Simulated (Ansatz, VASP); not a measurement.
## Two plane-wave programs on Ti

File INCAR:

```
SYSTEM = Ti
PREC = Accurate
ENCUT = 520
EDIFF = 1E-7
ISMEAR = -1
SIGMA = 0.1
LREAL = .FALSE.
LASPH = .TRUE.
NELM = 80
ALGO = Normal
ISIF = 2
LWAVE = .FALSE.
LCHARG = .FALSE.
GGA = RE
NBANDS = 32
```

KPOINTS

```
Automatic mesh
0
G
  14 14 4
  0 0 0
```

POSCAR

```
Ti
1.0
    2.9149182724      0.0000000000      0.0000000000
   -1.4574591362      2.5243932739      0.0000000000
    0.0000000000      0.0000000000      9.3278081737
Ti
4
Direct
    0.0000000000      1.0000000000      0.0000000000
    0.0000000000      1.0000000000      0.5000000000
    0.3333333333      0.6666666667      0.2500000000
    0.6666666667      0.3333333333      0.7500000000
```

Input for Ansatz:

```yaml
crystal:
  lattice:
    - [2.9149182724, 0.0, 0.0]
    - [-1.4574591362, 2.5243932739, 0.0]
    - [0.0, 0.0, 9.3278081737]
  atoms:
    - { symbol: Ti, position: [0.0, 1.0, 0.0] }
    - { symbol: Ti, position: [0.0, 1.0, 0.5] }
    - { symbol: Ti, position: [0.3333333333, 0.6666666667, 0.25] }
    - { symbol: Ti, position: [0.6666666667, 0.3333333333, 0.75] }
hamiltonian:
  xc: revpbe
  pseudopotentials:
    kind: paw
    azcp:
      Ti: "pseudopotentials/Ti.paw.azcp"
basis:
  ecutwfc: 420
  fft_grid_basis: typed
kpoints:
  mp_grid: { grid: [14, 14, 4], shift: [0, 0, 0] }
magnetization:
  spin_polarized: false
scf:
  occupations: { method: fermi_dirac, width: 0.1 }
  lower_state_search: "off"
output:
  stress: true
```

Alike in both runs: task single point; functional revPBE; k mesh 14 × 14 × 4; occupations fermi-dirac, width 0.1 eV; no spin polarisation.

```csv
,VASP,Ansatz
version,VASP 6.6.1,Ansatz 0.2.0
potentials or method,"VASP PAW PBE potentials, release 64 (Ti_sv), cutoff 520 eV","plane waves (420 eV) with PAW, scalar-relativistic"
valence electrons in the cell,48,48
```

```csv
,VASP,Ansatz,Ansatz less VASP
pressure (GPa),4.3,4.6,+0.31
```

VASP's potentials were made for PBE, not for revPBE. With one functional, cell and mesh, what is left measures potentials, basis and numerics.
